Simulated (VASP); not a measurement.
# Hf (P6_3/mmc) in VASP: a series of runs

The runs below take Hf through relaxation of cell and atoms, with LDA.

All numbers are computed with VASP 6.6.1; they aren't measurements. Logs are shortened: lines on timing, memory, paths and dates and some standing lists are left out, and cuts for length are marked.

## (1) The cell of the first run

The structure is hexagonal, space group P6_3/mmc (No. 194). Conventional cell: a = 3.197 Å, b = 3.197 Å, c = 5.058 Å, α = 90.00°, β = 90.00°, γ = 120.00°. Hf (site symmetry -6m2) has 12 Hf at 3.13 to 3.20 Å within 4.1 Å.

## (2) Relaxation of cell and atoms, LDA

Input file INCAR:

```
ALGO = Normal
EDIFF = 1E-6
EDIFFG = -0.002
ENCUT = 600
GGA = CA
IBRION = 2
ISIF = 3
ISMEAR = -1
LASPH = True
LCHARG = False
LREAL = False
LWAVE = False
NELM = 60
NSW = 100
PREC = Accurate
SIGMA = 0.05
```

Input file KPOINTS:

```
k-points
0
Gamma
  18 18 10
```

Input file POSCAR:

```
Hf
1.0
    3.1967000000      0.0000000000      0.0000000000
   -1.5983500000      2.7684234083      0.0000000000
    0.0000000000      0.0000000000      5.0578000000
Hf
2
Direct
    0.3333333333      0.6666666667      0.2500000000
    0.6666666667      0.3333333333      0.7500000000
```

Potentials or basis: VASP PAW LDA potentials, release 64 (Hf_pv).

On the command line:

```
> cat potpaw_LDA.64/Hf_pv/POTCAR > POTCAR
> mpirun -np 1 vasp_std > vasp.out
```

OUTCAR:

```text
EDIFF = 1E-6
   EDIFFG = -0.002
   ENCUT = 600
   GGA = CA
   IBRION = 2
   ISIF = 3
   ISMEAR = -1
   LASPH = True
   LREAL = False
   NELM = 60
   NSW = 100
   PREC = Accurate

 ion  position               nearest neighbor table
   1  0.333  0.667  0.250-   2 3.13   2 3.13   2 3.13   2 3.13   2 3.13   2 3.13
   2  0.667  0.333  0.750-   1 3.13   1 3.13   1 3.13   1 3.13   1 3.13   1 3.13

  LATTYP: Found a hexagonal cell.
 ALAT       =     3.1967000000
 C/A-ratio  =     1.5821941377

  Lattice vectors:

 A1 = (   3.1967000000,   0.0000000000,   0.0000000000)
 A2 = (  -1.5983500000,   2.7684234083,   0.0000000000)
 A3 = (   0.0000000000,   0.0000000000,   5.0578000000)

Analysis of symmetry for initial positions (statically):
=====================================================================
 Subroutine PRICEL returns:
 Original cell was already a primitive cell.

 Routine SETGRP: Setting up the symmetry group for a
 hexagonal supercell.

 Subroutine GETGRP returns: Found 24 space group operations
 (whereof 12 operations were pure point group operations)
 out of a pool of 24 trial point group operations.

The static configuration has the point symmetry D_3d.
 The point group associated with its full space group is D_6h.

Analysis of symmetry for dynamics (positions and initial velocities):
=====================================================================
 Subroutine PRICEL returns:
 Original cell was already a primitive cell.

 Routine SETGRP: Setting up the symmetry group for a
 hexagonal supercell.

 Subroutine GETGRP returns: Found 24 space group operations
 (whereof 12 operations were pure point group operations)
 out of a pool of 24 trial point group operations.

The dynamic configuration has the point symmetry D_3d.
 The point group associated with its full space group is D_6h.

 Subroutine INISYM returns: Found 24 space group operations
 (whereof 12 operations are pure point group operations),
 and found     1 'primitive' translations

----------------------------------------------------------------------------------------

                                     Primitive cell

  volume of cell :      44.7606

  direct lattice vectors                    reciprocal lattice vectors
     3.196700000  0.000000000  0.000000000     0.312822598  0.180608211  0.000000000
    -1.598350000  2.768423408  0.000000000     0.000000000  0.361216423  0.000000000
     0.000000000  0.000000000  5.057800000     0.000000000  0.000000000  0.197714421

  length of vectors
     3.196700000  3.196700000  5.057800000     0.361216423  0.361216423  0.197714421

  position of ions in fractional coordinates (direct lattice)
     0.333333333  0.666666667  0.250000000
     0.666666667  0.333333333  0.750000000

  ion indices of the primitive-cell ions
   primitive index   ion index
                 1           1
                 2           2

----------------------------------------------------------------------------------------

 KPOINTS: k-points

Automatic generation of k-mesh.
 Grid dimensions read from file:
 generate k-points for:   18   18   10

 Generating k-lattice:

  Cartesian coordinates                     Fractional coordinates (reciprocal lattice)
     0.017379033  0.010033790  0.000000000     0.055555556 -0.000000000  0.000000000
     0.000000000  0.020067579  0.000000000     0.000000000  0.055555556  0.000000000
     0.000000000  0.000000000  0.019771442     0.000000000  0.000000000  0.100000000

  Length of vectors
     0.020067579  0.020067579  0.019771442

  Shift w.r.t. Gamma in fractional coordinates (k-lattice)
     0.000000000  0.000000000  0.000000000

 Subroutine IBZKPT returns following result:
 ===========================================

 Found    222 irreducible k-points:

 Following reciprocal coordinates:
            Coordinates               Weight
  0.000000  0.000000  0.000000      1.000000
  0.055556 -0.000000  0.000000      6.000000
  0.111111 -0.000000  0.000000      6.000000
  0.166667 -0.000000  0.000000      6.000000
  0.222222  0.000000  0.000000      6.000000
  0.277778  0.000000  0.000000      6.000000
[... 16 lines left out ...]
  0.333333  0.111111  0.000000     12.000000
  0.388889  0.111111  0.000000     12.000000
 [... further k-points ...]
   k-points           NKPTS =    222   k-points in BZ     NKDIM =    222   number of bands    NBANDS=     14
   number of dos      NEDOS =    301   number of ions     NIONS =      2
   total plane-waves  NPLWV =  31360
   dimension x,y,z NGX =    28 NGY =   28 NGZ =   40
   dimension x,y,z NGXF=    56 NGYF=   56 NGZF=   80
   ions per type =               2
   NGX,Y,Z   is equivalent  to a cutoff of  14.56, 14.56, 13.15 a.u.
   NGXF,Y,Z  is equivalent  to a cutoff of  29.12, 29.12, 26.30 a.u.
 SYSTEM =  unknown system
   PREC   = accura    normal or accurate (medium, high low for compatibility)
   ISTART =      0    job   : 0-new  1-cont  2-samecut
   ICHARG =      2    charge: 1-file 2-atom 10-const
   ISPIN  =      1    spin polarized calculation?
   LNONCOLLINEAR =      F non collinear calculations
   LSORBIT =      F    spin-orbit coupling
   LASPH  =      T    aspherical Exc in radial PAW
   ENCUT  =  600.0 eV  44.10 Ry    6.64 a.u.   6.38  6.38 10.10*2*pi/ulx,y,z
   NELM   =     60;   NELMIN=  2; NELMDL= -5     # of ELM steps
   EDIFF  = 0.1E-05   stopping-criterion for ELM
   LREAL  =      F    real-space projection
   EDIFFG = -.2E-02   stopping-criterion for IOM
   NSW    =    100    number of steps for IOM
   IBRION =      2    ionic relax: 0-MD 1-quasi-New 2-CG
   NFREE  =      1    steps in history (QN), initial steepest desc. (CG)
   ISIF   =      3    stress and relaxation
   ISYM   =      2    0-nonsym 1-usesym 2-fastsym
   POTIM  = 0.5000    time-step for ionic-motion
   TEBEG  =    0.0;   TEEND  =   0.0 temperature during run
   PSTRESS=    0.0 pullay stress
   NELECT =      20.0000    total number of electrons
   NUPDOWN=      -1.0000    fix difference up-down
   EMIN   =  10.00;   EMAX   =-10.00  energy-range for DOS
   EFERMI =   0.00;   METHOD = LEGACY
   ISMEAR =    -1;   SIGMA  =   0.05  broadening in eV -4-tet -1-fermi 0-gaus
   EFERMI_NEDOS =   21; number of points for ismear=-14 and -15
   IALGO  =     38    algorithm
   IMIX   =      4    mixing-type and parameters
     AMIX     =   0.40;   BMIX     =  1.00
     AMIX_MAG =   1.60;   BMIX_MAG =  1.00
  volume/ion in A,a.u.               =      22.38       151.03
  Fermi-wavevector in a.u.,A,eV,Ry     =   1.251563  2.365112 21.312311  1.566411
  Thomas-Fermi vector in A             =   2.385505
   LORBIT       =      0    0 simple, 1 ext, 2 COOP (PROOUT), +10 PAW based schemes
   GGA     = CA    functional components
   LHFCALC =     F    Hartree Fock is set to
   AEXX    =    0.0000 exact exchange contribution
   IVDW    =     0    specifies the selected vdW correction
   LEPSILON=     F    determine dielectric tensor
   LRPA    =     F    only Hartree local field effects (RPA)
 conjugate gradient relaxation of ions
 non-spin polarized calculation
  energy-cutoff  :      600.00
  volume of cell :       44.76
 maximum number of plane-waves:      1522
 NGX is ok and might be reduce to    28
   NGX = 13   NGY = 13   NGZ = 21

--------------------------------------- Ionic step        1  -------------------------------------------

 number of electron      20.0000001 magnetization

 Free energy of the ion-electron system (eV)
  ---------------------------------------------------
  ext. energy  EPLUGINS =         0.00000000
  ---------------------------------------------------
  free energy    TOTEN  =       -21.32006330 eV

  energy without entropy =      -21.30712730  energy(sigma->0) =      -21.31359530

------------------------ aborting loop because EDIFF is reached ----------------------------------------

  FORCE on cell =-STRESS in cart. coord.  units (eV):
  Direction    XX          YY          ZZ          XY          YZ          ZX
  --------------------------------------------------------------------------------------
  -------------------------------------------------------------------------------------
  Total       -2.1152687     -2.1152687     -2.1746713     -0.0000000      0.0000000     -0.0000000
  in kB      -75.7146785    -75.7146785    -77.8409546     -0.0000000      0.0000000     -0.0000000
  external PRESSURE =     -76.4234372 kB  Pullay stress =       0.0000000 kB
[... 237 lines left out ...]
  energy  without entropy=      -21.3842033971  energy(sigma->0) =      -21.39067863

--------------------------------------- Ionic step        8  -------------------------------------------

 number of electron      19.9999999 magnetization

 Free energy of the ion-electron system (eV)
  ---------------------------------------------------
  ext. energy  EPLUGINS =         0.00000000
  ---------------------------------------------------
  free energy    TOTEN  =       -21.39718080 eV

  energy without entropy =      -21.38421683  energy(sigma->0) =      -21.39069882

 E-fermi :   5.3068     XC(G=0): -11.7969

 val. band max:        5.3013387557   @ k =   0.3889   0.1667   0.3000
 cond. band min:       5.3094654521   @ k =   0.0556  -0.0000   0.5000
 fundamental gap:      0.0081266964
 Fermi energy:         5.3067533219

 k-point     1 :       0.0000    0.0000    0.0000
  band No.  band energies     occupation
      1     -25.6065      2.00000
      2     -24.6533      2.00000
      3     -24.6533      2.00000
      4     -24.4929      2.00000
      5     -24.4923      2.00000
      6     -24.4923      2.00000
      7      -2.2479      2.00000
      8       1.3656      2.00000
      9       6.3545      0.00000
     10       6.4275      0.00000
     11       6.4275      0.00000
     12       6.7039      0.00000
     13       7.3138      0.00000
     14       7.3138      0.00000
[... 375 lines left out ...]
 k-point    24 :       0.3889    0.1111    0.0000
  band No.  band energies     occupation
      1     -25.3544      2.00000
      2     -25.1731      2.00000
      3     -25.1361      2.00000
      4     -24.9186      2.00000
      5     -24.7726      2.00000
      6     -24.6626      2.00000
      7       1.9771      2.00000
      8       2.6817      2.00000
      9       2.9279      2.00000
     10       4.5173      2.00000
     11       5.8309      0.00006
     12       6.2540      0.00000
     13       7.0012      0.00000
     14      10.7129      0.00000

 [... further k-points ...]
[... 5 lines left out ...]
  --------------------------------------------------------------------------------------
  -------------------------------------------------------------------------------------
  Total        0.0007655      0.0007655     -0.0022532      0.0000000      0.0000000      0.0000000
  in kB        0.0294230      0.0294230     -0.0866024      0.0000000      0.0000000      0.0000000
  external PRESSURE =      -0.0092521 kB  Pullay stress =       0.0000000 kB
[... 17 lines left out ...]
  FREE ENERGIE OF THE ION-ELECTRON SYSTEM (eV)
  ---------------------------------------------------
  free  energy   TOTEN  =       -21.3971808031 eV

  energy  without entropy=      -21.3842168292  energy(sigma->0) =      -21.39069882

 reached required accuracy - stopping structural energy minimisation
```

Wall time 6.1 min (1 thread of Intel Xeon Platinum 8488C (Sapphire Rapids), shared host); peak memory 0.29 GiB.

Results:

| Property | Result |
| --- | --- |
| Free energy | -21.3972 eV |
| Relaxed volume | 20.84 Å³/atom |
| Relaxed cell | a = 3.119 Å, b = 3.119 Å, c = 4.947 Å, α = 90.00°, β = 90.00°, γ = 120.00° |
| Space group after relaxing (to 0.1 Å) | P6_3/mmc (No. 194) |
| Energy gained by relaxing | 38.6 meV/atom |
| Ionic steps | 8 |
| Pressure after relaxing | 0.0 GPa |
| Band gap on the k mesh | zero (bands 10 and 11 overlap by 1.46 eV) |

Step by step:
```csv
step,energy change (eV),largest force (eV/Å),pressure (GPa),volume (Å³)
1,0.0000,0.0000,-7.64,44.76
2,0.0489,0.0000,12.30,38.20
3,-0.0770,0.0000,-0.18,41.75
4,-0.0770,0.0000,-0.01,41.69
5,-0.0770,0.0000,0.16,41.63
6,-0.0771,0.0000,-0.17,41.75
7,-0.0771,0.0000,-0.09,41.72
8,-0.0771,0.0000,0.00,41.69
```

Final structure:
```xyz
2
Lattice="3.1194 0.0000 0.0000 -1.5597 2.7015 0.0000 0.0000 0.0000 4.9467" Properties=species:S:1:pos:R:3 pbc="T T T"
Hf    0.0000    1.8010    1.2367
Hf    1.5597    0.9005    3.7100
```

Levels at points of the mesh, in eV from the Fermi level:
```tsv
k point	band 8	band 9	band 10	band 11	band 12	band 13
(0.00, 0.00, 0.00)	-3.94	1.05	1.12	1.12	1.40	2.01
(0.50, 0.00, 0.00)	-3.03	-2.47	-0.56	0.70	0.94	1.77
(0.00, 0.00, 0.50)	-5.45	0.10	0.10	1.00	1.00	1.00
(0.50, 0.00, 0.50)	-3.64	-1.16	-1.16	1.54	1.54	2.74
```

Caveat: spin-orbit coupling is left out, which moves the levels of the heavy elements.

## (3) Relaxation of cell and atoms, LDA, target pressure 1 GPa, at which the enthalpy is minimised

This run uses another cell than the first one, of 20.83 Å³/atom.

Input file INCAR:

```
SYSTEM = Hf
  PREC = Accurate
  ENCUT = 600
  EDIFF = 1E-7
  ISMEAR = -1
  SIGMA = 0.05
  LREAL = .FALSE.
  LASPH = .TRUE.
  NELM = 60
  ALGO = Normal
  ISIF = 3
  LWAVE = .FALSE.
  LCHARG = .FALSE.
  IBRION = 2
  NSW = 100
  EDIFFG = -0.002
  PSTRESS = 10.0
```

Input file KPOINTS:

```
regular mesh
0
G
  18 18 10
  0 0 0
```

Input file POSCAR:

```
Hf
1.0
    3.1184126316      0.0000000000      0.0000000000
   -1.5592063158      2.7006245584      0.0000000000
    0.0000000000      0.0000000000      4.9463495682
Hf
2
Direct
    0.3333333333      0.6666666667      0.2500000000
    0.6666666667      0.3333333333      0.7500000000
```

Potentials or basis: VASP PAW LDA potentials, release 64 (Hf_pv).

On the command line:

```
> cat potpaw_LDA.64/Hf_pv/POTCAR > POTCAR
> mpirun -np 1 vasp_std > vasp.out
```

It took 7.5 min on 1 thread of Oxide Virtual Turin-like, shared host; peak memory 0.24 GiB.

It converged, with:

```
Free energy                                                : -21.3958 eV
Relaxed volume                                             : 20.67 Å³/atom
Relaxed cell                                               : a = 3.111 Å, b = 3.111 Å, c = 4.935 Å, α = 90.00°, β = 90.00°, γ = 120.00°
Space group after relaxing (to 0.1 Å)                      : P6_3/mmc (No. 194)
Energy change on relaxing (the run minimises the enthalpy) : +0.5 meV/atom
Ionic steps                                                : 5
Pressure after relaxing                                    : 1.0 GPa
Band gap on the k mesh                                     : zero (bands 10 and 11 overlap by 1.46 eV)
```

The path:
```csv
step,energy change (eV),largest force (eV/Å),pressure (GPa),volume (Å³)
1,0.0000,0.0000,0.08,41.66
2,0.0052,0.0000,2.27,40.94
3,0.0010,0.0000,0.99,41.35
4,0.0011,0.0000,1.01,41.34
5,0.0010,0.0000,0.99,41.35
```

Final structure:
```
Hf
1.0
     3.11058    0.00000    0.00000
    -1.55529    2.69384    0.00000
     0.00000    0.00000    4.93469
Hf
2
Direct
  0.33333 0.66667 0.25000
  0.66667 0.33333 0.75000
```

Levels at points of the mesh, in eV from the Fermi level:
| k point | band 8 | band 9 | band 10 | band 11 | band 12 | band 13 |
| --- | --- | --- | --- | --- | --- | --- |
| (0.00, 0.00, 0.00) | -3.97 | 1.08 | 1.12 | 1.12 | 1.40 | 2.02 |
| (0.50, 0.00, 0.00) | -3.07 | -2.50 | -0.54 | 0.70 | 0.95 | 1.78 |
| (0.00, 0.00, 0.50) | -5.46 | 0.10 | 0.10 | 1.01 | 1.01 | 1.01 |
| (0.50, 0.00, 0.50) | -3.67 | -1.17 | -1.17 | 1.57 | 1.57 | 2.76 |

Caveat: the cell is relaxed towards a set pressure, so the run minimises the enthalpy, not the energy; spin-orbit coupling is left out, which moves the levels of the heavy elements. LDA usually gives volumes a few per cent too small.

(Part 1 of 2 ends here.)

The gap in the log of VASP goes by the Fermi energy; the results here count the filled bands.